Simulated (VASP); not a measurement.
Here is a VASP 6.6.1 calculation.

File INCAR:

```
SYSTEM = ZrB2
PREC = Accurate ; ENCUT = 600
EDIFF = 1E-7 ; ISMEAR = 0
SIGMA = 0.1 ; LREAL = .False.
LASPH = .True. ; NELM = 100
ALGO = Normal ; ISIF = 3
LWAVE = .False. ; LCHARG = .False.
GGA = PE ; IBRION = 2
NSW = 100 ; EDIFFG = -0.01
```

Contents of KPOINTS:

```
regular mesh
0
Gamma
  14 14 14
  0 0 0
```

The input POSCAR:

```
ZrB2
1.0
    0.0000000000      2.7364170846      2.7364170846
    2.7364170846      0.0000000000      2.7364170846
    2.7364170846      2.7364170846      0.0000000000
Zr B
1 2
Direct
    0.0000000000      0.0000000000      0.0000000000
    0.2500000000      0.2500000000      0.2500000000
    0.7500000000      0.7500000000      0.7500000000
```

Potentials or basis: VASP PAW PBE potentials, release 64 (Zr_sv, B).

Command:

```bash
$ cat potpaw_PBE.64/Zr_sv/POTCAR potpaw_PBE.64/B/POTCAR > POTCAR
$ mpirun -np 1 vasp_std > vasp.out
```

(1) Estimate the relaxed cell.

(2) Estimate the band gap on the k mesh.

(3) Estimate the space group after relaxing (to 0.1 Å).

## Answers

(1) a = 3.880 Å, b = 3.880 Å, c = 3.880 Å, α = 60.00°, β = 60.00°, γ = 60.00°.

(2) zero (bands 9 and 10 overlap by 1.90 eV).

(3) Fm-3m (No. 225).
